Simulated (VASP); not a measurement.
The system is Rb2In.

```xyz
3
Lattice="0.0000 3.9685 3.9685 3.9685 0.0000 3.9685 3.9685 3.9685 0.0000" Properties=species:S:1:pos:R:3 pbc="T T T"
Rb    1.9843    1.9843    1.9843
Rb    5.9528    5.9528    5.9528
In    0.0000    0.0000    0.0000
```

The cell was generated, and may not be a known phase.

- Program: VASP 6.6.1
- Task: relaxation of cell and atoms
- Functional: PBE
- Potentials or basis: VASP PAW PBE potentials, release 64 (Rb_sv, In_d)
- Cutoff: 500 eV
- k mesh: 4 × 4 × 4
- Occupations: gaussian, width 0.1 eV
- Spin: no spin polarisation

At the start: pressure 5.7 GPa; volume 41.67 Å³/atom.

Where does the relaxation end?

Over 4 steps the energy falls by 281.9 meV/atom and the volume is 62.85 Å³/atom (+50.8 %); space group Fm-3m (No. 225, to 0.1 Å) before and after.

Step by step:
```
step  energy change (eV)  largest force (eV/Å)  pressure (GPa)  volume (Å³)
   1              0.0000                0.0000            5.70       125.00
   2             -0.6492                0.0000            2.01       153.79
   3             -0.8290                0.0000            0.47       178.72
   4             -0.8457                0.0000            0.09       188.56
```

Final structure:
```cif
data_structure
_symmetry_space_group_name_H-M 'P 1'
_symmetry_Int_Tables_number 1
_cell_length_a 6.4366
_cell_length_b 6.4366
_cell_length_c 6.4366
_cell_angle_alpha 60.000
_cell_angle_beta 60.000
_cell_angle_gamma 60.000
_cell_volume 188.56
loop_
_atom_site_label
_atom_site_type_symbol
_atom_site_fract_x
_atom_site_fract_y
_atom_site_fract_z
_atom_site_occupancy
Rb1 Rb 0.25000 0.25000 0.25000 1
Rb2 Rb 0.75000 0.75000 0.75000 1
In1 In 0.00000 0.00000 0.00000 1
```

Caveat: the volume moved by over 15 % at a fixed basis, so the end points are rough.
